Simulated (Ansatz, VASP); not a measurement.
# One calculation of Te, two programs

```xyz
3
Lattice="5.8212 0.0000 0.0000 -2.9106 5.0413 0.0000 0.0000 0.0000 3.4176" Properties=species:S:1:pos:R:3 pbc="T T T"
Te    0.0000    0.0000    0.0000
Te    0.0000    3.3609    1.7088
Te    2.9106    1.6804    1.7088
```

Alike in both runs: task single point; functional RPBE; k mesh 8 × 8 × 11; occupations fermi-dirac, width 0.1 eV; no spin polarisation.

|  | VASP | Ansatz |
| --- | --- | --- |
| version | VASP 6.6.1 | Ansatz 0.2.0 |
| potentials or method | VASP PAW PBE potentials, release 64 (Te), cutoff 520 eV | plane waves (420 eV) with PAW, scalar-relativistic |
| valence electrons in the cell | 18 | 48 |

|  | VASP | Ansatz | Ansatz less VASP |
| --- | --- | --- | --- |
| pressure (GPa) | -4.2 | -4.1 | +0.07 |
| traceless stress, the component that is largest in VASP (GPa) | -1.19 | -1.18 | +0.004 |

VASP's potentials were made for PBE, not for RPBE. The functional is the same, so the differences come from potentials, cutoffs and numerics. VASP's potentials hold 18 valence electrons a cell and Ansatz's 48, so a difference there can come from the potentials and not from the codes.

Spin-orbit coupling is off throughout.
